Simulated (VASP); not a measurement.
A run of VASP 6.6.1 is set up as follows.

INCAR

```
PREC = Accurate
ENCUT = 450
EDIFF = 1E-7
ISMEAR = -1
SIGMA = 0.1
LREAL = F
LASPH = T
NELM = 120
ALGO = Normal
ISIF = 2
LWAVE = F
LCHARG = F
GGA = PE
IBRION = 2
NSW = 80
EDIFFG = -0.01
GGA_COMPAT = F
NELMIN = 4
KPAR = 4
```

Contents of KPOINTS:

```
regular mesh
0
Gamma
  6 6 6
```

File POSCAR:

```
ZnSnP2
1.0
    0.0000000000      5.6187630000      0.0000000000
    5.6187630000      0.0000000000      0.0000000000
    2.8093820000      2.8093820000     -5.5364370000
Sn Zn P
2 2 4
Direct
    0.5000000000      0.5000000000      0.0000000000
    0.2500000000      0.7500000000      0.5000000000
    0.0000000000      0.0000000000      0.0000000000
    0.7500000000      0.2500000000      0.5000000000
    0.3750000000      0.3890000000      0.7500000000
    0.6110000000      0.1250000000      0.2500000000
    0.8750000000      0.8610000000      0.7500000000
    0.1390000000      0.6250000000      0.2500000000
```

Potentials or basis: VASP PAW PBE potentials, release 64 (Sn_d, Zn, P).

Command:

```bash
$ cat potpaw_PBE.64/Sn_d/POTCAR potpaw_PBE.64/Zn/POTCAR potpaw_PBE.64/P/POTCAR > POTCAR
$ mpirun -np 4 vasp_std > vasp.out
```

**Question.** Estimate the band gap on the k mesh.

**Answer.** 0.96 eV, direct.

**Question.** Estimate the energy gained by relaxing.

**Answer.** 130.8 meV/atom.

Stress tensor (GPa, compression positive):
```
4.31 0.00 0.00
0.00 4.31 0.00
0.00 0.00 5.25
```

Caveat: spin-orbit coupling is left out, which moves the levels of the heavy elements. A k mesh can miss the band edges.
